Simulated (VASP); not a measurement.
# SiC (I-4m2) in VASP: single point with HSE06

Aim: the single point of SiC with HSE06.

Everything below comes from runs of VASP 6.6.1. Logs are shortened: lines on timing, memory, paths and dates and some standing lists are left out, and cuts for length are marked.

## 1. The cell of the first run

It takes space group I-4m2 (No. 119, tetragonal). Conventional cell: a = 3.157 Å, b = 3.157 Å, c = 4.284 Å, α = 90.00°, β = 90.00°, γ = 90.00°. Within 2.5 Å of Si (site symmetry -4m2) lie 4 C at 1.91 Å. C (site symmetry -4m2) has 4 Si at 1.91 Å within 2.5 Å.

## 2. Single point, HSE06 (epitaxial xy strain +2.5%)

POSCAR

```
SiC
1.0
    0.0000000000      2.2325036536      2.1419434071
    2.2325036536      0.0000000000      2.1419434071
    2.2325036536      2.2325036536      0.0000000000
Si C
1 1
Direct
    0.0000000000      0.0000000000      0.0000000000
    0.2500000000      0.2500000000      0.2500000000
```

INCAR.step1

```
PREC     = Accurate       # precision mode
ENCUT    = 520            # plane-wave cutoff, eV
EDIFF    = 1E-5           # SCF threshold, eV
ISMEAR   = 0              # smearing method
SIGMA    = 0.01           # smearing width, eV
LREAL    = False          # projectors in reciprocal space
LASPH    = True           # aspherical terms in the spheres
NELM     = 80             # most SCF steps
ALGO     = Normal         # electronic algorithm
ISIF     = 2              # what is computed and relaxed
LWAVE    = True           # write WAVECAR
LCHARG   = False          # write CHGCAR
NBANDS   = 11             # bands
GGA      = PE             # functional
```

INCAR.step2

```
PREC     = Accurate       # precision mode
ENCUT    = 520            # plane-wave cutoff, eV
EDIFF    = 1E-6           # SCF threshold, eV
ISMEAR   = 0              # smearing method
SIGMA    = 0.01           # smearing width, eV
LREAL    = False          # projectors in reciprocal space
LASPH    = True           # aspherical terms in the spheres
NELM     = 80             # most SCF steps
ALGO     = Normal         # electronic algorithm
ISIF     = 2              # what is computed and relaxed
LWAVE    = False          # write WAVECAR
LCHARG   = False          # write CHGCAR
GGA      = PE             # functional
LHFCALC  = True           # exact exchange
HFSCREEN = 0.2079         # screening, 1/A
PRECFOCK = Normal       
NBANDS   = 11             # bands
ISTART   = 1
```

KPOINTS

```
Automatic mesh
0
Gamma
  8 8 8
```

Potentials or basis: VASP PAW PBE potentials, release 64 (Si, C).

On the command line:

```console
> cat potpaw_PBE.64/Si/POTCAR potpaw_PBE.64/C/POTCAR > POTCAR
> cp INCAR.step1 INCAR
> mpirun -np 1 vasp_std > vasp.out
> cp INCAR.step2 INCAR
> mpirun -np 1 vasp_std > vasp.out
```

OUTCAR:

```text
PREC = Accurate
   ENCUT = 520
   EDIFF = 1E-6
   ISMEAR = 0
   LREAL = False
   LASPH = True
   NELM = 80
   ISIF = 2
   GGA = PE
   LHFCALC = True
   HFSCREEN = 0.2079
   PRECFOCK = Normal
   ISTART = 1

 ion  position               nearest neighbor table
   1  0.000  0.000  0.000-   2 1.91   2 1.91   2 1.91   2 1.91
   2  0.250  0.250  0.250-   1 1.91   1 1.91   1 1.91   1 1.91

  LATTYP: Found a body centered tetragonal cell.
 ALAT       =     3.1572369450
 C/A-ratio  =     1.3568467900

  Lattice vectors:

 A1 = (   0.0000000000,  -2.2325036536,  -2.1419434071)
 A2 = (   0.0000000000,   2.2325036536,  -2.1419434071)
 A3 = (   2.2325036536,   0.0000000000,   2.1419434071)

Analysis of symmetry for initial positions (statically):
=====================================================================
 Subroutine PRICEL returns:
 Original cell was already a primitive cell.

 Routine SETGRP: Setting up the symmetry group for a
 body centered tetragonal supercell.

 Subroutine GETGRP returns: Found  8 space group operations
 (whereof  8 operations were pure point group operations)
 out of a pool of 16 trial point group operations.

The static configuration has the point symmetry D_2d.

Analysis of symmetry for dynamics (positions and initial velocities):
=====================================================================
 Subroutine PRICEL returns:
 Original cell was already a primitive cell.

 Routine SETGRP: Setting up the symmetry group for a
 body centered tetragonal supercell.

 Subroutine GETGRP returns: Found  8 space group operations
 (whereof  8 operations were pure point group operations)
 out of a pool of 16 trial point group operations.

The dynamic configuration has the point symmetry D_2d.

 Subroutine INISYM returns: Found  8 space group operations
 (whereof  8 operations are pure point group operations),
 and found     1 'primitive' translations

----------------------------------------------------------------------------------------

                                     Primitive cell

  volume of cell :      21.3512

  direct lattice vectors                    reciprocal lattice vectors
     0.000000000  2.232503654  2.141943407    -0.223963799  0.223963799  0.233432871
     2.232503654  0.000000000  2.141943407     0.223963799 -0.223963799  0.233432871
     2.232503654  2.232503654  0.000000000     0.223963799  0.223963799 -0.233432871

  length of vectors
     3.093863947  3.093863947  3.157236945     0.393459620  0.393459620  0.393459620

  position of ions in fractional coordinates (direct lattice)
     0.000000000  0.000000000  0.000000000
     0.250000000  0.250000000  0.250000000

  ion indices of the primitive-cell ions
   primitive index   ion index
                 1           1
                 2           2

----------------------------------------------------------------------------------------

 KPOINTS: Automatic mesh

Automatic generation of k-mesh.
 Grid dimensions read from file:
 generate k-points for:    8    8    8

 Generating k-lattice:

  Cartesian coordinates                     Fractional coordinates (reciprocal lattice)
    -0.027995475  0.027995475  0.029179109     0.125000000  0.000000000  0.000000000
     0.027995475 -0.027995475  0.029179109     0.000000000  0.125000000  0.000000000
     0.027995475  0.027995475 -0.029179109     0.000000000  0.000000000  0.125000000

  Length of vectors
     0.049182452  0.049182452  0.049182452

  Shift w.r.t. Gamma in fractional coordinates (k-lattice)
     0.000000000  0.000000000  0.000000000

 Subroutine IBZKPT returns following result:
 ===========================================

 Found     59 irreducible k-points:

 Following reciprocal coordinates:
            Coordinates               Weight
  0.000000  0.000000  0.000000      1.000000
  0.125000  0.000000  0.000000      8.000000
  0.250000  0.000000  0.000000      8.000000
  0.375000  0.000000  0.000000      8.000000
  0.500000  0.000000  0.000000      4.000000
  0.125000  0.125000  0.000000      2.000000
[... 16 lines left out ...]
  0.250000  0.000000  0.125000     16.000000
  0.375000  0.000000  0.125000     16.000000
 [... further k-points ...]
   k-points           NKPTS =     59   k-points in BZ     NKDIM =    512   number of bands    NBANDS=     11
   number of dos      NEDOS =    301   number of ions     NIONS =      2
   total plane-waves  NPLWV =  13824
   dimension x,y,z NGX =    24 NGY =   24 NGZ =   24
   dimension x,y,z NGXF=    48 NGYF=   48 NGZF=   48
   ions per type =               1   1
   NGX,Y,Z   is equivalent  to a cutoff of  12.90, 12.90, 12.64 a.u.
   NGXF,Y,Z  is equivalent  to a cutoff of  25.79, 25.79, 25.27 a.u.
 SYSTEM =  unknown system
   PREC   = accura    normal or accurate (medium, high low for compatibility)
   ISTART =      1    job   : 0-new  1-cont  2-samecut
   ICHARG =      0    charge: 1-file 2-atom 10-const
   ISPIN  =      1    spin polarized calculation?
   LNONCOLLINEAR =      F non collinear calculations
   LSORBIT =      F    spin-orbit coupling
   LASPH  =      T    aspherical Exc in radial PAW
   ENCUT  =  520.0 eV  38.22 Ry    6.18 a.u.   5.75  5.75  5.87*2*pi/ulx,y,z
   NELM   =     80;   NELMIN=  2; NELMDL=  0     # of ELM steps
   EDIFF  = 0.1E-05   stopping-criterion for ELM
   LREAL  =      F    real-space projection
   EDIFFG = 0.1E-04   stopping-criterion for IOM
   NSW    =      0    number of steps for IOM
   IBRION =     -1    ionic relax: 0-MD 1-quasi-New 2-CG
   NFREE  =      0    steps in history (QN), initial steepest desc. (CG)
   ISIF   =      2    stress and relaxation
   ISYM   =      3    0-nonsym 1-usesym 2-fastsym
   POTIM  = 0.5000    time-step for ionic-motion
   TEBEG  =    0.0;   TEEND  =   0.0 temperature during run
   PSTRESS=    0.0 pullay stress
   NELECT =       8.0000    total number of electrons
   NUPDOWN=      -1.0000    fix difference up-down
   EMIN   =  10.00;   EMAX   =-10.00  energy-range for DOS
   EFERMI =   0.00;   METHOD = LEGACY
   ISMEAR =     0;   SIGMA  =   0.01  broadening in eV -4-tet -1-fermi 0-gaus
   EFERMI_NEDOS =   21; number of points for ismear=-14 and -15
   IALGO  =     38    algorithm
   IMIX   =      1    mixing-type and parameters
     AMIX     =   0.40;   BMIX     =  1.00
     AMIX_MAG =   1.60;   BMIX_MAG =  1.00
  volume/ion in A,a.u.               =      10.68        72.04
  Fermi-wavevector in a.u.,A,eV,Ry     =   1.180223  2.230298 18.951911  1.392926
  Thomas-Fermi vector in A             =   2.316519
   LORBIT       =      0    0 simple, 1 ext, 2 COOP (PROOUT), +10 PAW based schemes
   GGA     = PE    functional components
   LHFCALC =     T    Hartree Fock is set to
   PRECFOCK=normal    Normal, Fast or Accurate (Low or Medium for compatibility)
   ENCUT4O =  -1.0   cutoff for four orbital integrals eV
   NKREDX  =     1    reduce k-point grid by
   NKREDY  =     1    reduce k-point grid by
   NKREDZ  =     1    reduce k-point grid by
   AEXX    =    0.2500 exact exchange contribution
   HFSCREEN=    0.2079 screening length (either q_TF or 0.3 A-1)
   HFSCREENC=   0.2079 screening length for correlation (either q_TF or 0.3 A-1)
   ENCUTFOCK=  -1.0 apply spherical cutoff to Coloumb kernel
   IVDW    =     0    specifies the selected vdW correction
   LEPSILON=     F    determine dielectric tensor
   LRPA    =     F    only Hartree local field effects (RPA)
 non-spin polarized calculation
 Gauss-broadening in eV      SIGMA  =   0.01
  energy-cutoff  :      520.00
  volume of cell :       21.35
 maximum number of plane-waves:       582
  NGX = 18; NGY = 18; NGZ = 18

 number of electron       8.0000001 magnetization

 Free energy of the ion-electron system (eV)
  ---------------------------------------------------
  ext. energy  EPLUGINS =         0.00000000
  ---------------------------------------------------
  free energy    TOTEN  =       -17.38207141 eV

  energy without entropy =      -17.38207141  energy(sigma->0) =      -17.38207141

 E-fermi :   7.4092     XC(G=0):  -9.2541

 val. band max:        7.3418679442   @ k =   0.0000   0.0000   0.0000
 cond. band min:       9.1651068658   @ k =   0.5000   0.5000   0.0000
 fundamental gap:      1.8232389216
 Fermi energy:         7.4092402640

 k-point     1 :       0.0000    0.0000    0.0000
  band No.  band energies     occupation
      1      -9.5732      2.00000
      2       7.0709      2.00000
      3       7.0709      2.00000
      4       7.3419      2.00000
      5      14.2853      0.00000
      6      15.4328      0.00000
      7      15.5571      0.00000
      8      15.5571      0.00000
      9      22.3933      0.00000
     10      23.5722      0.00000
     11      24.6291      0.00000

 k-point     2 :       0.1250    0.0000    0.0000
  band No.  band energies     occupation
      1      -9.2499      2.00000
      2       5.5563      2.00000
      3       6.8236      2.00000
      4       7.0699      2.00000
      5      14.5594      0.00000
      6      15.7942      0.00000
      7      15.8963      0.00000
      8      16.1492      0.00000
      9      21.3059      0.00000
     10      22.0829      0.00000
     11      24.5430      0.00000

 k-point     3 :       0.2500    0.0000    0.0000
  band No.  band energies     occupation
      1      -8.3058      2.00000
      2       2.5176      2.00000
      3       6.3201      2.00000
      4       6.6814      2.00000
      5      14.0130      0.00000
      6      15.9924      0.00000
      7      16.3603      0.00000
      8      17.7685      0.00000
      9      21.4990      0.00000
     10      21.5971      0.00000
     11      23.6066      0.00000
[... 267 lines left out ...]
 k-point    23 :       0.2500    0.0000    0.1250
  band No.  band energies     occupation
      1      -8.4247      2.00000
      2       3.5714      2.00000
      3       5.8596      2.00000
      4       6.1154      2.00000
      5      13.8937      0.00000
      6      15.8271      0.00000
      7      16.8053      0.00000
      8      17.5374      0.00000
      9      19.8343      0.00000
     10      23.4258      0.00000
     11      25.7711      0.00000

 k-point    24 :       0.3750    0.0000    0.1250
  band No.  band energies     occupation
      1      -7.1475      2.00000
      2       0.6844      2.00000
      3       5.2645      2.00000
      4       5.6870      2.00000
      5      13.6164      0.00000
      6      15.5522      0.00000
      7      17.3191      0.00000
      8      17.9726      0.00000
      9      21.5728      0.00000
     10      24.5718      0.00000
     11      25.4911      0.00000

 [... further k-points ...]

------------------------ aborting loop because EDIFF is reached ----------------------------------------

  FORCE on cell =-STRESS in cart. coord.  units (eV):
  Direction    XX          YY          ZZ          XY          YZ          ZX
  --------------------------------------------------------------------------------------
  -------------------------------------------------------------------------------------
  Total       -1.6124695     -1.6124695     -0.2122473      0.0000000      0.0000000     -0.0000000
  in kB     -120.9984332   -120.9984332    -15.9268665      0.0000000      0.0000000     -0.0000000
  external PRESSURE =     -85.9745776 kB  Pullay stress =       0.0000000 kB

 VOLUME and BASIS-vectors are now :
 -----------------------------------------------------------------------------
  energy-cutoff  :      520.00
  volume of cell :       21.35
      direct lattice vectors                 reciprocal lattice vectors
     0.000000000  2.232503654  2.141943407    -0.223963799  0.223963799  0.233432871
     2.232503654  0.000000000  2.141943407     0.223963799 -0.223963799  0.233432871
     2.232503654  2.232503654  0.000000000     0.223963799  0.223963799 -0.233432871

 POSITION                                       TOTAL-FORCE (eV/Angst)
 -----------------------------------------------------------------------------------
      0.00000      0.00000      0.00000        -0.000000     -0.000000      0.000000
      1.11625      1.11625      1.07097         0.000000      0.000000     -0.000000
 -----------------------------------------------------------------------------------
    total drift:                                0.000000      0.000000     -0.000000

  FREE ENERGIE OF THE ION-ELECTRON SYSTEM (eV)
  ---------------------------------------------------
  free  energy   TOTEN  =       -17.3820714066 eV

  energy  without entropy=      -17.3820714066  energy(sigma->0) =      -17.38207141
```

Run time: 53 min. Hardware: 1 thread of Oxide Virtual Turin-like, shared host; peak memory 0.23 GiB.

Results:

```
Free energy            : -17.3821 eV
Pressure               : -8.6 GPa
Band gap on the k mesh : 1.82 eV (least direct gap 5.63 eV)
```

Caveat: the cell differs from its parent crystal (epitaxial xy strain +2.5%); the cell stands under tension; the PAW data sets were made with another functional, which shifts forces and pressure a little.
